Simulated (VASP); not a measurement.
A run of VASP 6.6.1:

The input INCAR:

```
SYSTEM = Ta
ALGO = Normal
EDIFF = 1E-7
ENCUT = 520
GGA = PE
ISIF = 2
ISMEAR = 1
LASPH = .TRUE.
LCHARG = .FALSE.
LREAL = .FALSE.
LWAVE = .FALSE.
NBANDS = 12
NELM = 60
PREC = Accurate
SIGMA = 1.0
```

The input KPOINTS:

```
k-points
0
G
  13 13 13
  0 0 0
```

Contents of POSCAR:

```
Ta
1.0
   -1.6607181506      1.6607181506      1.6607181506
    1.6607181506     -1.6607181506      1.6607181506
    1.6607181506      1.6607181506     -1.6607181506
Ta
1
Direct
    0.0000000000      0.0000000000      0.0000000000
```

Potentials or basis: VASP PAW PBE potentials, release 64 (Ta_pv).

The run is started by

```bash
$ cat potpaw_PBE.64/Ta_pv/POTCAR > POTCAR
$ mpirun -np 1 vasp_std > vasp.out
```

Hardware: 1 thread of Intel Xeon 8259CL (shared host).

Q: Estimate the wall time of this run.

A: Wall time 24 s on 1 thread of Intel Xeon 8259CL (shared host), peak memory 0.15 GiB. Counts: scf iterations 13, k points 84.
